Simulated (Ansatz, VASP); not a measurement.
**Two plane-wave programs on Ge**

```
Ge
1.0
     0.00000    2.83687    2.83687
     2.83687    0.00000    2.83687
     2.83687    2.83687    0.00000
Ge
2
Direct
  0.00000 0.00000 0.00000
  0.25000 0.25000 0.25000
```

Alike in both runs: task single point; functional r2SCAN; k mesh 8 × 8 × 8; occupations fermi-dirac, width 0.02 eV; no spin polarisation.

```csv
,VASP,Ansatz
version,VASP 6.6.1,Ansatz 0.2.0
potentials or method,"VASP PAW PBE potentials, release 64 (Ge_d)","plane waves, PAW"
plane-wave cutoff (eV),520,500
valence electrons in the cell,28,28
```

|  | VASP | Ansatz | Ansatz less VASP |
| --- | --- | --- | --- |
| pressure (GPa) | 0.0 | 0.0 | -0.05 |

VASP's potentials were made for PBE, not for r2SCAN.
